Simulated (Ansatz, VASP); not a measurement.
## NaMg2Si2 in VASP and in Ansatz

File INCAR:

```
  PREC = Accurate
  ENCUT = 970
  EDIFF = 1E-7
  ISMEAR = 0
  SIGMA = 0.1
  LREAL = False
  LASPH = True
  NELM = 120
  ALGO = Normal
  ISIF = 3
  LWAVE = False
  LCHARG = False
  GGA = PE
  IBRION = 2
  NSW = 90
  EDIFFG = -0.04
  GGA_COMPAT = False
  NELMIN = 4
```

File KPOINTS:

```
regular mesh
0
Gamma
  6 6 4
```

Contents of POSCAR:

```
NaMg2Si2
1.0
    4.8184381900      0.0000000000      0.0000000000
   -2.4092191000      4.1728898800      0.0000000000
    0.0000000000      0.0000000000      4.5525902200
Na Mg Si
1 2 2
Direct
    0.0000000000      0.0000000000      0.5000000000
    0.3333333300      0.6666666700      0.5000000000
    0.6666666700      0.3333333300      0.5000000000
    0.3333333300      0.6666666700      0.0000000000
    0.6666666700      0.3333333300      0.0000000000
```

Input for Ansatz:

```yaml
crystal:
  lattice:
    - [4.81843819, 0.0, 0.0]
    - [-2.4092191, 4.17288988, 0.0]
    - [0.0, 0.0, 4.55259022]
  atoms:
    - { symbol: Na, position: [0.0, 0.0, 0.5] }
    - { symbol: Mg, position: [0.33333333, 0.66666667, 0.5] }
    - { symbol: Mg, position: [0.66666667, 0.33333333, 0.5] }
    - { symbol: Si, position: [0.33333333, 0.66666667, 0.0] }
    - { symbol: Si, position: [0.66666667, 0.33333333, 0.0] }
basis:
  ecutwfc: 420
kpoints:
  mp_grid: { grid: [6, 6, 4] }
hamiltonian:
  xc: pbe
scf:
  occupations: { method: gaussian, width: 0.1 }
  lower_state_search: "off"
output:
  forces: true
  stress: true
  eigenvalues: true
relax:
  adjacent_minimum: "off"
  f_tol: 0.04
  max_steps: 70
  cell: { stress_tol: 0.4 }
```

Alike in both runs: task relaxation of cell and atoms; functional PBE; k mesh 6 × 6 × 4; occupations gaussian, width 0.1 eV; no spin polarisation.

```csv
,VASP,Ansatz
version,VASP 6.6.1,Ansatz 0.2.0
potentials or method,"VASP PAW PBE potentials, release 64 (Na_sv, Mg_sv, Si), cutoff 970 eV","scalar-relativistic, plane waves, PAW"
valence electrons in the cell,37,37
```

Ansatz gave:

| Quantity | Value |
| --- | --- |
| gap on the k mesh at the Fermi level, each at its own relaxed structure (eV) | none |
| relaxed volume (Å³/atom) | 25.60 |
| relaxed cell length with the largest relative difference (Å) | 5.357 |

Task: What did VASP give for the same quantities?

Result: gap on the k mesh at the Fermi level, each at its own relaxed structure (eV): none; relaxed volume (Å³/atom): 25.74; relaxed cell length with the largest relative difference (Å): 5.376.

A gap of «none» marks a metal or a gap that the smearing closes.

Noted on VASP's run: the volume moved by over 15 % at a fixed basis, so the end points are rough.
